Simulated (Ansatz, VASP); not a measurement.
# ZnS in VASP and in Ansatz

```xyz
2
Lattice="0.0000 2.6402 2.7582 2.6402 0.0000 2.7582 2.6402 2.6402 0.0000" Properties=species:S:1:pos:R:3 pbc="T T T"
Zn    0.0000    0.0000    0.0000
S     1.3201    1.3201    1.3791
```

Change from the starting cell: epitaxial_xy strain -2.0%.

Alike in both runs: task single point; functional HSE06; k mesh 6 × 6 × 6; no spin polarisation.

|  | VASP | Ansatz |
| --- | --- | --- |
| version | VASP 6.6.1 | Ansatz 0.2.0 |
| potentials or method | VASP PAW PBE potentials, release 64 (Zn, S) | plane waves, PAW |
| plane-wave cutoff (eV) | 520 | 420 |
| occupations | gaussian, width 0.01 eV | fixed |
| valence electrons in the cell | 18 | 18 |

|  | VASP | Ansatz | Ansatz less VASP |
| --- | --- | --- | --- |
| gap on the k mesh at the Fermi level (eV) | 3.38 | 3.39 | +0.009 |
| pressure (GPa) | 3.0 | 3.0 | +0.02 |
| traceless stress, the component that is largest in VASP (GPa) | -1.31 | -1.31 | -0.001 |

Ansatz's warnings: stress exchange threshold loose, stress scf threshold loose.
